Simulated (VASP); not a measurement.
A run of VASP 6.6.1:

The input INCAR:

```
SYSTEM = NiC
PREC     = Accurate       ! precision mode
ENCUT    = 600            ! plane-wave cutoff, eV
EDIFF    = 1E-6           ! SCF threshold, eV
ISMEAR   = -1             ! smearing method
SIGMA    = 0.1            ! smearing width, eV
LREAL    = .FALSE.        ! projectors in reciprocal space
LASPH    = .TRUE.         ! aspherical terms in the spheres
NELM     = 200            ! most SCF steps
ALGO     = Normal         ! electronic algorithm
ISIF     = 2              ! what is computed and relaxed
LWAVE    = .FALSE.        ! write WAVECAR
LCHARG   = .FALSE.        ! write CHGCAR
ISPIN    = 2              ! spin polarisation
MAGMOM   = 0 0            ! initial moments
LORBIT   = 11             ! projections on sites
LMAXMIX  = 4              ! l up to which the mixer works
GGA      = PE             ! functional
NBANDS   = 18             ! bands
GGA_COMPAT= .FALSE.
```

The input KPOINTS:

```
Automatic mesh
0
G
  6 6 6
  0 0 0
```

Contents of POSCAR:

```
NiC
1.0
    0.0000000000      2.0760000000      2.0760000000
    2.0760000000      0.0000000000      2.0760000000
    2.0760000000      2.0760000000      0.0000000000
Ni C
1 1
Direct
    0.0000000000      0.0000000000      0.0000000000
    0.5000000000      0.5000000000      0.5000000000
```

Potentials or basis: VASP PAW PBE potentials, release 64 (Ni, C).

Command:

```console
$ cat potpaw_PBE.64/Ni/POTCAR potpaw_PBE.64/C/POTCAR > POTCAR
$ mpirun -np 1 vasp_std > vasp.out
```

Hardware: 1 thread of Intel Xeon 8259CL, with other jobs on the host.

**Question.** How long does it take, and how much memory?

**Answer.** Run time: 30 s on 1 thread of Intel Xeon 8259CL (shared host), peak memory 0.15 GiB. Counts: scf iterations 15, k points 16.
